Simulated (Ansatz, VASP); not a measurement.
## Two plane-wave programs on WSe2

Contents of INCAR:

```
SYSTEM = WSe2
PREC     = Accurate       ! precision mode
ENCUT    = 600            ! plane-wave cutoff, eV
EDIFF    = 1E-6           ! SCF threshold, eV
ISMEAR   = 0              ! smearing method
SIGMA    = 0.02           ! smearing width, eV
LREAL    = .FALSE.        ! projectors in reciprocal space
LASPH    = .TRUE.         ! aspherical terms in the spheres
NELM     = 60             ! most SCF steps
ALGO     = Normal         ! electronic algorithm
ISIF     = 3              ! what is computed and relaxed
LWAVE    = .FALSE.        ! write WAVECAR
LCHARG   = .FALSE.        ! write CHGCAR
GGA      = PE             ! functional
IVDW     = 12             ! dispersion correction
IBRION   = 2              ! ionic algorithm
NSW      = 100            ! ionic steps
EDIFFG   = -0.005         ! ionic threshold
```

Contents of KPOINTS:

```
Automatic mesh
0
G
  9 9 9
  0 0 0
```

The input POSCAR:

```
WSe2
1.0
    1.6419539886      0.9479825756      6.3828606137
   -1.6419539886      0.9479825756      6.3828606137
    0.0000000000     -1.8959651564      6.3828606129
W Se
1 2
Direct
    0.9993490854     -0.0006509146     -0.0006509146
    0.7538299256      0.7538299256      0.7538299256
    0.5781209890      0.5781209890      0.5781209890
```

Input for Ansatz:

```yaml
crystal:
  lattice:
    - [1.6419539886, 0.9479825756, 6.3828606137]
    - [-1.6419539886, 0.9479825756, 6.3828606137]
    - [0.0, -1.8959651564, 6.3828606129]
  atoms:
    - { symbol: W, position: [0.9993490854, -0.0006509146, -0.0006509146] }
    - { symbol: Se, position: [0.7538299256, 0.7538299256, 0.7538299256] }
    - { symbol: Se, position: [0.578120989, 0.578120989, 0.578120989] }
basis:
  ecutwfc: 420
kpoints:
  mp_grid: { grid: [9, 9, 9] }
hamiltonian:
  xc: pbe
  dispersion: d3bj
scf:
  occupations: { method: gaussian, width: 0.02 }
output:
  forces: true
  stress: true
  eigenvalues: true
  write_density: true
  write_potential: true
  elf: true
  volumetric_format: npy
relax:
  adjacent_minimum: "off"
  f_tol: 0.005
  max_steps: 80
  cell: { stress_tol: 0.05 }
```

Alike in both runs: task relaxation of cell and atoms; functional PBE; dispersion D3(BJ); k mesh 9 × 9 × 9; occupations gaussian, width 0.02 eV; no spin polarisation.

|  | VASP | Ansatz |
| --- | --- | --- |
| version | VASP 6.6.1 | Ansatz 0.2.0 |
| potentials or method | VASP PAW PBE potentials, release 64 (W_sv, Se), cutoff 600 eV | scalar-relativistic, plane waves, PAW |
| valence electrons in the cell | 26 | 46 |

Ansatz gave:

- gap on the k mesh at the Fermi level, each at its own relaxed structure (eV): 1.05
- relaxed volume (Å³/atom): 19.86
- relaxed length of the cell vector where the two differ most in proportion (Å): 6.658

**Question.** Estimate VASP's values.

**Answer.** gap on the k mesh at the Fermi level, each at its own relaxed structure (eV): 1.05; relaxed volume (Å³/atom): 19.90; relaxed length of the cell vector where the two differ most in proportion (Å): 6.662.

VASP's potentials hold 26 valence electrons a cell and Ansatz's 46, so a difference there can come from the potentials and not from the codes.

Spin-orbit coupling is off throughout.
